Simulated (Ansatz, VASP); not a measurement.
## One calculation of Be2SO3, two programs

File INCAR:

```
SYSTEM = Be2SO3
PREC = Accurate ; ENCUT = 520
EDIFF = 1E-7 ; ISMEAR = 0
SIGMA = 0.1 ; LREAL = .FALSE.
LASPH = .TRUE. ; NELM = 150
ALGO = Normal ; ISIF = 2
LWAVE = .FALSE. ; LCHARG = .FALSE.
ISPIN = 2 ; MAGMOM = 0 0 0 1 1 1
LORBIT = 11 ; GGA = PE
NBANDS = 27
```

The input KPOINTS:

```
regular mesh
0
G
  6 6 4
  0 0 0
```

Contents of POSCAR:

```
Be2SO3
1.0
    4.2007696300      0.0000000000      0.0000000000
   -2.1003848200      3.6379732200      0.0000000000
    0.0000000000      0.0000000000      4.2664254600
Be S O
2 1 3
Direct
    0.3333333300      0.6666666700      0.5000000000
    0.6666666700      0.3333333300      0.5000000000
    0.0000000000      0.0000000000      0.0000000000
    0.5000000000      0.0000000000      0.0000000000
    0.0000000000      0.5000000000      0.0000000000
    0.5000000000      0.5000000000      0.0000000000
```

Input for Ansatz:

```yaml
crystal:
  lattice:
    - [4.20076963, 0.0, 0.0]
    - [-2.10038482, 3.63797322, 0.0]
    - [0.0, 0.0, 4.26642546]
  atoms:
    - { symbol: Be, position: [0.33333333, 0.66666667, 0.5] }
    - { symbol: Be, position: [0.66666667, 0.33333333, 0.5] }
    - { symbol: S, position: [0.0, 0.0, 0.0] }
    - { symbol: O, position: [0.5, 0.0, 0.0], spin: 1.0 }
    - { symbol: O, position: [0.0, 0.5, 0.0], spin: 1.0 }
    - { symbol: O, position: [0.5, 0.5, 0.0], spin: 1.0 }
basis:
  ecutwfc: 420
kpoints:
  mp_grid: { grid: [6, 6, 4] }
hamiltonian:
  xc: pbe
scf:
  occupations: { method: gaussian, width: 0.1 }
  lower_state_search: "off"
output:
  forces: true
  stress: true
  eigenvalues: true
  populations: true
magnetization:
  spin_polarized: true
```

Alike in both runs: task single point; functional PBE; k mesh 6 × 6 × 4; occupations gaussian, width 0.1 eV; collinear spin.

|  | VASP | Ansatz |
| --- | --- | --- |
| version | VASP 6.6.1 | Ansatz 0.2.0 |
| potentials or method | VASP PAW PBE potentials, release 64 (Be, S, O), cutoff 520 eV | scalar-relativistic, plane waves, PAW |
| valence electrons in the cell | 28 | 28 |

VASP gave:

```
gap on the k mesh at the Fermi level (eV)                     : none
pressure (GPa)                                                : 2.3
traceless stress, the component that is largest in VASP (GPa) : -33.99
net moment per atom (μB)                                      : 0.15
size of the moment on the site where the two differ most (μB) : 0.26
```

**Question.** What did Ansatz give for the same quantities?

**Answer.** gap on the k mesh at the Fermi level (eV): none; pressure (GPa): 2.5; traceless stress, the component that is largest in VASP (GPa): -33.98; net moment per atom (μB): 0.15; size of the moment on the site where the two differ most (μB): 0.28.

Site moments also hang on the region over which each program counts them. A gap of «none» marks a metal or a gap that the smearing closes.

The k mesh is coarse, so the values compare programs but aren't converged.
